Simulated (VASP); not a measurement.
A run of VASP 6.6.1:

Contents of INCAR:

```
SYSTEM = MgO
ALGO = Normal
EDIFF = 1E-6
ENCUT = 520
GGA = PE
ISIF = 2
ISMEAR = -1
LASPH = .True.
LCHARG = .False.
LREAL = .False.
LWAVE = .False.
NBANDS = 11
NELM = 100
PREC = Accurate
SIGMA = 0.02
```

KPOINTS

```
k-points
0
Gamma
  10 10 10
  0 0 0
```

POSCAR

```
MgO
1.0
    0.0000000000      1.9789804062      2.1021674168
    1.9789804062      0.0000000000      2.1021674168
    1.9789804062      1.9789804062      0.0000000000
Mg O
1 1
Direct
    0.0000000000      0.0000000000      0.0000000000
    0.5000000000      0.5000000000      0.5000000000
```

Potentials or basis: VASP PAW PBE potentials, release 64 (Mg, O).

The run is started by

```console
$ cat potpaw_PBE.64/Mg/POTCAR potpaw_PBE.64/O/POTCAR > POTCAR
$ mpirun -np 1 vasp_std > vasp.out
```

Hardware: 1 thread of Intel(R) Xeon(R) Platinum 8259CL CPU @ 2.50GHz (Skylake/Cascade Lake) (shared host).

Problem. Estimate the wall time of this run.

Solution. It took 13 s on 1 thread of Intel(R) Xeon(R) Platinum 8259CL CPU @ 2.50GHz (Skylake/Cascade Lake), on a shared host, peak memory 0.15 GiB. Counts: scf iterations 11, k points 102.
